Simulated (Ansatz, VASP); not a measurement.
Two plane-wave programs on Be2C

```
CELL_PARAMETERS angstrom
-0.02160 2.13888 2.13888
2.13888 -0.02160 2.13888
2.13888 2.13888 -0.02160
ATOMIC_POSITIONS crystal
C 0.00000 0.00000 0.00000
Be 0.24975 0.24975 0.24975
Be 0.75025 0.75025 0.75025
```

Change from the starting cell: shear_111 strain -1.5%.

Alike in both runs: task single point; functional PBE; k mesh 10 × 10 × 10; occupations fermi-dirac, width 0.02 eV; no spin polarisation.

|  | VASP | Ansatz |
| --- | --- | --- |
| version | VASP 6.6.1 | Ansatz 0.2.0 |
| potentials or method | VASP PAW PBE potentials, release 64 (C, Be) | plane waves, PAW |
| plane-wave cutoff (eV) | 600 | 420 |
| valence electrons in the cell | 8 | 8 |

```tsv
	VASP	Ansatz	Ansatz less VASP
gap on the k mesh at the Fermi level (eV)	1.13	1.14	+0.013
pressure (GPa)	4.6	4.3	-0.27
traceless stress, the component that is largest in VASP (GPa)	2.23	2.22	-0.009
rms of the force components (eV/Å)	0.006	0.005	-0.0007
```

Atom by atom the forces differ by 0.001 eV/Å (rms over components).
